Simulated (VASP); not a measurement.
# NbBS4 (F-43m) in VASP: a series of runs, part 2 of 2

VASP 6.6.1. The steps go on from the part before.

**3. Relaxation of cell and atoms, r2SCAN+rVV10**

This run uses another cell than the first one, of 14.69 Å³/atom.

The input, POSCAR:

```
NbBS4
1.0
    0.0000000000      3.5321329436      3.5321329436
    3.5321329436      0.0000000000      3.5321329436
    3.5321329436      3.5321329436      0.0000000000
Nb B S
1 1 4
Direct
    0.2500000000      0.2500000000      0.2500000000
    0.0000000000      0.0000000000      0.0000000000
    0.6243799443      0.6243799443      0.6243799443
    0.6243799443      0.6243799443      0.1268601671
    0.6243799443      0.1268601671      0.6243799443
    0.1268601671      0.6243799443      0.6243799443
```

The input, INCAR.step1:

```
SYSTEM = NbBS4
PREC = Accurate
ENCUT = 600
ISMEAR = -1
SIGMA = 0.03
LREAL = .FALSE.
LASPH = .TRUE.
NELM = 100
GGA = PE
ALGO = Normal
EDIFF = 1E-4
LWAVE = .TRUE.
LCHARG = .FALSE.
```

The input, INCAR.step2:

```
SYSTEM = NbBS4
PREC = Accurate
ENCUT = 600
EDIFF = 1E-6
ISMEAR = -1
SIGMA = 0.03
LREAL = .FALSE.
LASPH = .TRUE.
NELM = 100
ALGO = Normal
ISIF = 3
LWAVE = .FALSE.
LCHARG = .FALSE.
METAGGA = R2SCAN
LMIXTAU = .TRUE.
LUSE_VDW = .TRUE.
IVDW_NL = 2
BPARAM = 11.95
CPARAM = 0.0093
IBRION = 2
NSW = 100
EDIFFG = -0.01
ISTART = 1
```

The input, KPOINTS:

```
Automatic mesh
0
G
  6 6 6
  0 0 0
```

Potentials or basis: VASP PAW PBE potentials, release 64 (Nb_sv, B, S).

Run with:

```sh
cat potpaw_PBE.64/Nb_sv/POTCAR potpaw_PBE.64/B/POTCAR potpaw_PBE.64/S/POTCAR > POTCAR
cp INCAR.step1 INCAR
mpirun -np 1 vasp_std > vasp.out
cp INCAR.step2 INCAR
mpirun -np 1 vasp_std > vasp.out
```

OUTCAR:

```text
SYSTEM = NbBS4
   PREC = Accurate
   ENCUT = 600
   EDIFF = 1E-6
   ISMEAR = -1
   LREAL = .FALSE.
   LASPH = .TRUE.
   NELM = 100
   ISIF = 3
   METAGGA = R2SCAN
   IVDW_NL = 2
   BPARAM = 11.95
   IBRION = 2
   NSW = 100
   EDIFFG = -0.01
   ISTART = 1

 ion  position               nearest neighbor table
   1  0.250  0.250  0.250-
   2  0.000  0.000  0.000-
   3  0.624  0.624  0.624-   4 2.49   5 2.49   6 2.49   6 2.51   5 2.51   4 2.51
   4  0.624  0.624  0.127-   3 2.49   5 2.49   6 2.49   5 2.51   6 2.51   3 2.51
   5  0.624  0.127  0.624-   3 2.49   4 2.49   6 2.49   6 2.51   4 2.51   3 2.51
   6  0.127  0.624  0.624-   3 2.49   4 2.49   5 2.49   5 2.51   4 2.51   3 2.51

  LATTYP: Found a face centered cubic cell.
 ALAT       =     7.0642658872

  Lattice vectors:

 A1 = (   0.0000000000,   3.5321329436,   3.5321329436)
 A2 = (   3.5321329436,   0.0000000000,   3.5321329436)
 A3 = (   3.5321329436,   3.5321329436,   0.0000000000)

Analysis of symmetry for initial positions (statically):
=====================================================================
 Subroutine PRICEL returns:
 Original cell was already a primitive cell.

 Routine SETGRP: Setting up the symmetry group for a
 face centered cubic supercell.

 Subroutine GETGRP returns: Found 24 space group operations
 (whereof 24 operations were pure point group operations)
 out of a pool of 48 trial point group operations.

The static configuration has the point symmetry T_d .

Analysis of symmetry for dynamics (positions and initial velocities):
=====================================================================
 Subroutine PRICEL returns:
 Original cell was already a primitive cell.

 Routine SETGRP: Setting up the symmetry group for a
 face centered cubic supercell.

 Subroutine GETGRP returns: Found 24 space group operations
 (whereof 24 operations were pure point group operations)
 out of a pool of 48 trial point group operations.

[... 105 lines left out ...]
   ISIF   =      3    stress and relaxation
   ISYM   =      2    0-nonsym 1-usesym 2-fastsym
   POTIM  = 0.5000    time-step for ionic-motion
   TEBEG  =    0.0;   TEEND  =   0.0 temperature during run
   PSTRESS=    0.0 pullay stress
   NELECT =      40.0000    total number of electrons
   NUPDOWN=      -1.0000    fix difference up-down
   EMIN   =  10.00;   EMAX   =-10.00  energy-range for DOS
   EFERMI =   0.00;   METHOD = LEGACY
   ISMEAR =    -1;   SIGMA  =   0.03  broadening in eV -4-tet -1-fermi 0-gaus
   EFERMI_NEDOS =   21; number of points for ismear=-14 and -15
   IALGO  =     38    algorithm
   IMIX   =      4    mixing-type and parameters
     AMIX     =   0.40;   BMIX     =  1.00
     AMIX_MAG =   1.60;   BMIX_MAG =  1.00
  volume/ion in A,a.u.               =      14.69        99.13
  Fermi-wavevector in a.u.,A,eV,Ry     =   1.258098  2.377460 21.535444  1.582810
  Thomas-Fermi vector in A             =   2.391724
   LORBIT       =      0    0 simple, 1 ext, 2 COOP (PROOUT), +10 PAW based schemes
   METAGGA = R2SCAN    functional components
   LHFCALC =     F    Hartree Fock is set to
   AEXX    =    0.0000 exact exchange contribution
   IVDW_NL    =     2    kernel type
   BPARAM     =11.9500
   IVDW    =     0    specifies the selected vdW correction
   LEPSILON=     F    determine dielectric tensor
   LRPA    =     F    only Hartree local field effects (RPA)
 conjugate gradient relaxation of ions
 non-spin polarized calculation
  energy-cutoff  :      600.00
  volume of cell :       88.13
 maximum number of plane-waves:      2956
   NGX = 19   NGY = 19   NGZ = 19

--------------------------------------- Ionic step        1  -------------------------------------------

 number of electron      40.0000000 magnetization

 Free energy of the ion-electron system (eV)
  ---------------------------------------------------
  ext. energy  EPLUGINS =         0.00000000
  ---------------------------------------------------
  free energy    TOTEN  =       -54.65182551 eV

  energy without entropy =      -54.63406986  energy(sigma->0) =      -54.64294768

------------------------ aborting loop because EDIFF is reached ----------------------------------------

  FORCE on cell =-STRESS in cart. coord.  units (eV):
  Direction    XX          YY          ZZ          XY          YZ          ZX
  --------------------------------------------------------------------------------------
  -------------------------------------------------------------------------------------
  Total        1.3321098      1.3321098      1.3321098     -0.0000000      0.0000000     -0.0000000
  in kB       24.2163940     24.2163940     24.2163940     -0.0000000      0.0000000     -0.0000000
  external PRESSURE =      24.2163940 kB  Pullay stress =       0.0000000 kB
[... 107 lines left out ...]
--------------------------------------- Ionic step        4  -------------------------------------------

 number of electron      40.0000001 magnetization

 Free energy of the ion-electron system (eV)
  ---------------------------------------------------
  ext. energy  EPLUGINS =         0.00000000
  ---------------------------------------------------
  free energy    TOTEN  =       -54.67231625 eV

  energy without entropy =      -54.65475668  energy(sigma->0) =      -54.66353647

 E-fermi :   9.1716     XC(G=0): -12.1156

 val. band max:        9.1436014316   @ k =  -0.3333   0.5000   0.1667
 cond. band min:       9.1838373188   @ k =  -0.3333   0.1667   0.0000
 fundamental gap:      0.0402358873
 Fermi energy:         9.1715878553

 k-point     1 :       0.0000    0.0000    0.0000
  band No.  band energies     occupation
      1     -48.8714      2.00000
      2     -24.1837      2.00000
      3     -24.1837      2.00000
      4     -24.1837      2.00000
      5      -9.9289      2.00000
      6      -3.9472      2.00000
[... 454 lines left out ...]
  FREE ENERGIE OF THE ION-ELECTRON SYSTEM (eV)
  ---------------------------------------------------
  free  energy   TOTEN  =       -54.6723162518 eV

  energy  without entropy=      -54.6547566787  energy(sigma->0) =      -54.66353647

 reached required accuracy - stopping structural energy minimisation
```

OUTCAR.step1:

```text
SYSTEM = NbBS4
   PREC = Accurate
   ENCUT = 600
   ISMEAR = -1
   LREAL = .FALSE.
   LASPH = .TRUE.
[... 656 lines left out ...]
      2.65348      2.65348      4.41079         0.037599      0.037599     -0.037599
      2.65348      4.41079      2.65348         0.037599     -0.037599      0.037599
      4.41079      2.65348      2.65348        -0.037599      0.037599      0.037599
 -----------------------------------------------------------------------------------
    total drift:                                0.000000      0.000000      0.000000

  FREE ENERGIE OF THE ION-ELECTRON SYSTEM (eV)
  ---------------------------------------------------
  free  energy   TOTEN  =       -24.9945637498 eV

  energy  without entropy=      -24.9776710283  energy(sigma->0) =      -24.98611739
```

OSZICAR.step1:

```text
N       E                     dE             d eps       ncg     rms          rms(c)
DAV:   1     0.334903845206E+03    0.33490E+03   -0.22144E+04   768   0.177E+03
DAV:   2     0.316753606266E+01   -0.33174E+03   -0.32867E+03  1040   0.469E+02
DAV:   3    -0.250407230417E+02   -0.28208E+02   -0.27948E+02  1304   0.985E+01
DAV:   4    -0.269409282479E+02   -0.19002E+01   -0.18899E+01  1208   0.225E+01
DAV:   5    -0.270476174427E+02   -0.10669E+00   -0.10644E+00  1128   0.487E+00    0.285E+01
DAV:   6    -0.271541733717E+02   -0.10656E+00   -0.58961E+01  1280   0.238E+01    0.178E+01
DAV:   7    -0.252182849390E+02    0.19359E+01   -0.33619E+01  1272   0.251E+01    0.127E+01
DAV:   8    -0.250253761789E+02    0.19291E+00   -0.29249E+00  1088   0.707E+00    0.449E+00
DAV:   9    -0.250013948021E+02    0.23981E-01   -0.44780E-01  1352   0.256E+00    0.722E-01
DAV:  10    -0.249948407709E+02    0.65540E-02   -0.83409E-02  1208   0.137E+00    0.528E-01
DAV:  11    -0.249945369026E+02    0.30387E-03   -0.59913E-03  1232   0.447E-01    0.147E-01
DAV:  12    -0.249945637498E+02   -0.26847E-04   -0.60301E-04   856   0.123E-01
   1 F= -.24994564E+02 E0= -.24986117E+02  d E =-.168927E-01
```

It took 16 min on 1 thread of Intel Xeon Platinum 8488C (Sapphire Rapids), shared host; peak memory 0.51 GiB.

Results:

| Quantity | Value |
| --- | --- |
| Free energy | -54.6723 eV |
| Relaxed volume | 15.08 Å³/atom |
| Relaxed cell | a = 5.039 Å, b = 5.039 Å, c = 5.039 Å, α = 60.00°, β = 60.00°, γ = 60.00° |
| Space group after relaxing (to 0.1 Å) | F-43m (No. 216) |
| Energy gained by relaxing | 3.4 meV/atom |
| Ionic steps | 4 |
| Pressure after relaxing | 0.0 GPa |
| Band gap on the k mesh | zero (bands 20 and 21 overlap by 2.06 eV) |

Forces in eV/Å, atoms in the order of the input:
```
Nb   0.000  0.000  0.000
B    0.000  0.000  0.000
S   -0.001 -0.001 -0.001
S    0.001  0.001 -0.001
S    0.001 -0.001  0.001
S   -0.001  0.001  0.001
```

The path:
```tsv
step	energy change (eV)	largest force (eV/Å)	pressure (GPa)	volume (Å³)
1	0.0000	0.1643	2.42	88.13
2	-0.0196	0.0341	-0.49	91.00
3	-0.0202	0.0524	-0.09	90.57
4	-0.0205	0.0025	0.00	90.50
```

Final structure:
```yaml
crystal:
  lattice:
    - [0.00000, 3.56342, 3.56342]
    - [3.56342, 0.00000, 3.56342]
    - [3.56342, 3.56342, 0.00000]
  atoms:
    - { symbol: Nb, position: [0.25000, 0.25000, 0.25000] }
    - { symbol: B, position: [0.00000, 0.00000, 0.00000] }
    - { symbol: S, position: [0.62362, 0.62362, 0.62362] }
    - { symbol: S, position: [0.62362, 0.62362, 0.12914] }
    - { symbol: S, position: [0.62362, 0.12914, 0.62362] }
    - { symbol: S, position: [0.12914, 0.62362, 0.62362] }
```

Levels at points of the mesh, in eV from the Fermi level:
| k point | band 17 | band 18 | band 19 | band 20 | band 21 | band 22 | band 23 | band 24 |
| --- | --- | --- | --- | --- | --- | --- | --- | --- |
| (0.00, 0.00, 0.00) | -0.84 | -0.84 | 1.26 | 1.26 | 1.26 | 1.47 | 1.47 | 1.47 |
| (0.50, 0.00, 0.00) | -3.59 | -3.29 | 0.03 | 0.03 | 0.57 | 0.74 | 1.20 | 1.20 |
| (0.50, 0.50, 0.00) | -3.84 | -3.38 | -1.92 | -0.80 | -0.80 | -0.08 | 0.87 | 2.27 |

Caveat: the PAW data sets were made with another functional, which shifts forces and pressure a little.
